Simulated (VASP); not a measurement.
Wanted: the native input for a VASP 6.6.1 run.

| Item | Value |
| --- | --- |
| Task | single point |
| Functional | LDA |
| Potentials or basis | VASP PAW LDA potentials, release 64 (W_sv, S) |
| Cutoff | 520 eV |
| k mesh | 6 × 6 × 2 |
| Occupations | gaussian, width 0.1 eV |
| Spin | no spin polarisation |
| Dipole correction | no |
| Further INCAR settings | ALGO = Normal; EDIFF = 1e-07; NBANDS = 35 |

The structure of WS2 lies in POSCAR:

```
WS2
1.0
    3.1800000000      0.0000000000      0.0000000000
   -1.5900000000      2.7539607840      0.0000000000
    0.0000000000      0.0000000000     12.5000000000
W S
2 4
Direct
    0.3333333333      0.6666666667      0.2500000000
    0.6666666667      0.3333333333      0.7500000000
    0.3333333333      0.6666666667      0.6250000000
    0.6666666667      0.3333333333      0.1250000000
    0.3333333333      0.6666666667      0.8750000000
    0.6666666667      0.3333333333      0.3750000000
```

These files were run (other wordings do the same):

INCAR

```
SYSTEM = WS2
PREC = Accurate
ENCUT = 520
EDIFF = 1E-7
ISMEAR = 0
SIGMA = 0.1
LREAL = .False.
LASPH = .True.
NELM = 80
ALGO = Normal
ISIF = 2
LWAVE = .False.
LCHARG = .False.
NBANDS = 35
```

KPOINTS

```
Automatic mesh
0
Gamma
  6 6 2
  0 0 0
```

Potentials or basis: VASP PAW LDA potentials, release 64 (W_sv, S).

Run with:

```sh
$ cat potpaw_LDA.64/W_sv/POTCAR potpaw_LDA.64/S/POTCAR > POTCAR
$ mpirun -np 1 vasp_std > vasp.out
```

It gave:

```json
{
  "Pressure": "-5.3 GPa",
  "Largest force": "0.307 eV/Å",
  "Band gap on the k mesh": "0.98 eV (least direct gap 1.72 eV)"
}
```

Caveat: the cell stands under tension; spin-orbit coupling is left out, which moves the levels of the heavy elements.

Wall time 60 s on 1 thread of AMD EPYC 7R13 (shared host), peak memory 0.17 GiB.
